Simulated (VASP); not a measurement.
Wanted: the native input for a VASP 6.6.1 run.

```yaml
Task: single point
Functional: PBE
Dispersion: D3(BJ)
Potentials_or_basis: VASP PAW PBE potentials, release 64 (S, Zr_sv)
Cutoff: 400 eV
k_mesh: 9 × 9 × 1
Occupations: gaussian, width 0.02 eV
Spin: no spin polarisation
Dipole_correction: yes
Further_INCAR_settings: ALGO = Normal; EDIFF = 1e-06; NBANDS = 19; NELMDL = -8
```

The structure of ZrS2 lies in POSCAR:

```
ZrS2
1.0
    3.7220000000      0.0000000000      0.0000000000
   -1.8610000000      3.2233465529      0.0000000000
    0.0000000000      0.0000000000     31.8416303012
S Zr
2 1
Direct
    0.6666666667      0.3333333333      0.4565819970
    0.3333333333      0.6666666667      0.5434180030
    0.0000000000      0.0000000000      0.5000000000
```

One way to write it, as run:

INCAR

```
PREC = Accurate
ENCUT = 400
EDIFF = 1E-6
ISMEAR = 0
SIGMA = 0.02
LREAL = F
LASPH = T
NELM = 120
ALGO = Normal
ISIF = 2
LWAVE = F
LCHARG = F
LDIPOL = T
IDIPOL = 3
DIPOL = 0.5 0.5 0.500
GGA = PE
IVDW = 12
NBANDS = 19
GGA_COMPAT = F
NELMDL = -8
```

KPOINTS

```
Automatic mesh
0
Gamma
  9 9 1
```

Potentials or basis: VASP PAW PBE potentials, release 64 (S, Zr_sv).

Command:

```bash
$ cat potpaw_PBE.64/S/POTCAR potpaw_PBE.64/Zr_sv/POTCAR > POTCAR
$ mpirun -np 1 vasp_std > vasp.out
```

Results of the run:

| Quantity | Value |
| --- | --- |
| Largest force | 0.458 eV/Å |
| Band gap on the k mesh | 1.47 eV (least direct gap 1.72 eV) |
| Dispersion energy per atom | -0.239 eV |

Run time: 2.8 min on 1 thread of Intel Xeon 8259CL, with other jobs on the host, peak memory 0.37 GiB.
